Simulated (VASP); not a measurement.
Wanted: the native input for a VASP 6.6.1 run.

```yaml
Task: single point
Functional: r2SCAN
Potentials_or_basis: VASP PAW PBE potentials, release 64 (Pb_d, Te)
Cutoff: 520 eV
k_mesh: 12 × 12 × 12
Occupations: fermi-dirac, width 0.08 eV
Spin: no spin polarisation
Dipole_correction: no
Further_INCAR_settings: ALGO = Normal; EDIFF = 1e-06; NBANDS = 17
```

The system is TePb (rocksalt type).

```xyz
2
Lattice="0.0000 2.6763 2.6763 2.6763 0.0000 2.6763 2.6763 2.6763 0.0000" Properties=species:S:1:pos:R:3 pbc="T T T"
Pb    0.0000    0.0000    0.0000
Te    2.6763    2.6763    2.6763
```

This cell differs from its parent crystal: volume scaled by 0.55.

The input as run:

POSCAR

```
TePb
1.0
    0.0000000000      2.6762524420      2.6762524420
    2.6762524420      0.0000000000      2.6762524420
    2.6762524420      2.6762524420      0.0000000000
Pb Te
1 1
Direct
    0.0000000000      0.0000000000      0.0000000000
    0.5000000000      0.5000000000      0.5000000000
```

INCAR.step1

```
SYSTEM = TePb
ALGO     = Normal         ! electronic algorithm
EDIFF    = 1E-4           ! SCF threshold, eV
ENCUT    = 520            ! plane-wave cutoff, eV
GGA      = PE             ! functional
ISMEAR   = -1             ! smearing method
LASPH    = .True.         ! aspherical terms in the spheres
LCHARG   = .False.        ! write CHGCAR
LREAL    = .False.        ! projectors in reciprocal space
LWAVE    = .True.         ! write WAVECAR
NBANDS   = 17             ! bands
NELM     = 80             ! most SCF steps
PREC     = Accurate       ! precision mode
SIGMA    = 0.08           ! smearing width, eV
```

INCAR.step2

```
SYSTEM = TePb
ALGO     = Normal         ! electronic algorithm
EDIFF    = 1E-6           ! SCF threshold, eV
ENCUT    = 520            ! plane-wave cutoff, eV
ISIF     = 2              ! what is computed and relaxed
ISMEAR   = -1             ! smearing method
ISTART   = 1            
LASPH    = .True.         ! aspherical terms in the spheres
LCHARG   = .True.         ! write CHGCAR
LELF     = .True.         ! ELF
LMIXTAU  = .True.       
LREAL    = .False.        ! projectors in reciprocal space
LVHAR    = .True.       
LWAVE    = .False.        ! write WAVECAR
METAGGA  = R2SCAN         ! meta-GGA
NBANDS   = 17             ! bands
NELM     = 80             ! most SCF steps
PREC     = Accurate       ! precision mode
SIGMA    = 0.08           ! smearing width, eV
```

KPOINTS

```
k-points
0
Gamma
  12 12 12
  0 0 0
```

Potentials or basis: VASP PAW PBE potentials, release 64 (Pb_d, Te).

The run is started by

```sh
$ cat potpaw_PBE.64/Pb_d/POTCAR potpaw_PBE.64/Te/POTCAR > POTCAR
$ cp INCAR.step1 INCAR
$ mpirun -np 1 vasp_std > vasp.out
$ cp INCAR.step2 INCAR
$ mpirun -np 1 vasp_std > vasp.out
```

It gave:

| Property | Result |
| --- | --- |
| Pressure | 94.2 GPa |
| Band gap on the k mesh | zero (band 10 reaches 15.63 eV, above the bottom of band 11 at 14.56 eV) |

Caveat: the PAW data sets were made with another functional, which shifts forces and pressure a little; spin-orbit coupling is left out, which moves the levels of the heavy elements.

Run time: 95 s on 1 thread of AMD EPYC 9R45 96-Core Processor (Zen 5), on a shared host, peak memory 0.17 GiB.
